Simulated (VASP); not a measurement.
## TiO2: single point with PBE+U

The system is TiO2.

```
CELL_PARAMETERS angstrom
-1.84520 1.84520 5.01915
1.84520 -1.84520 5.01915
1.84520 1.84520 -5.01915
ATOMIC_POSITIONS crystal
Ti 0.00000 0.00000 0.00000
Ti 0.75000 0.25000 0.50000
O 0.20527 0.20527 0.00000
O 0.95527 0.45527 0.50000
O 0.54473 0.04473 0.50000
O 0.79473 0.79473 0.00000
```

* Program: VASP 6.6.1
* Task: single point
* Functional: PBE
* Potentials or basis: VASP PAW PBE potentials, release 64 (Ti_sv, O)
* Cutoff: 600 eV
* k mesh: 8 × 8 × 8
* Occupations: gaussian, width 0.05 eV
* Spin: no spin polarisation
* Hubbard terms: Ti d U = 4.0 eV

* Pressure: 14.5 GPa
* Largest force: 0.415 eV/Å
* Band gap on the k mesh: 2.85 eV (least direct gap 3.20 eV)

Forces in eV/Å, atoms in the order of the input:
```
Ti   0.000  0.000  0.000
Ti   0.000  0.000  0.000
O    0.000  0.000 -0.415
O    0.000  0.000 -0.415
O    0.000  0.000  0.415
O    0.000  0.000  0.415
```

Stress tensor (GPa, compression positive):
```
20.07  0.00  0.00
 0.00 20.07  0.00
 0.00  0.00  3.22
```

Levels at points of the mesh, in eV from the valence-band top:
```tsv
k point	band 22	band 23	band 24	band 25	band 26	band 27
(0.00, 0.00, 0.00)	-0.96	-0.44	-0.44	2.85	3.44	4.75
(0.50, 0.00, 0.00)	-1.00	-0.91	-0.78	4.00	4.01	4.13
(0.50, 0.50, 0.00)	-2.09	-0.05	-0.05	3.76	3.76	4.26
(0.50, 0.50, 0.50)	-1.35	-0.15	-0.15	3.14	3.14	4.53
```

Eigenvalues of the final occupation matrices:
| site | spin | trace | eigenvalues |
| --- | --- | --- | --- |
| site 1 d | 1 | 0.83 | 0.11 0.11 0.12 0.22 0.27 |
| site 1 d | 2 | 0.83 | 0.11 0.11 0.12 0.22 0.27 |
| site 2 d | 1 | 0.83 | 0.11 0.11 0.12 0.22 0.27 |
| site 2 d | 2 | 0.83 | 0.11 0.11 0.12 0.22 0.27 |

It took 10 min on 1 thread of Oxide Virtual Turin-like Processor, on a shared host, peak memory 0.35 GiB.

Caveat: the stress differs along the axes, from 3 to 20 GPa. A k mesh can miss the band edges.
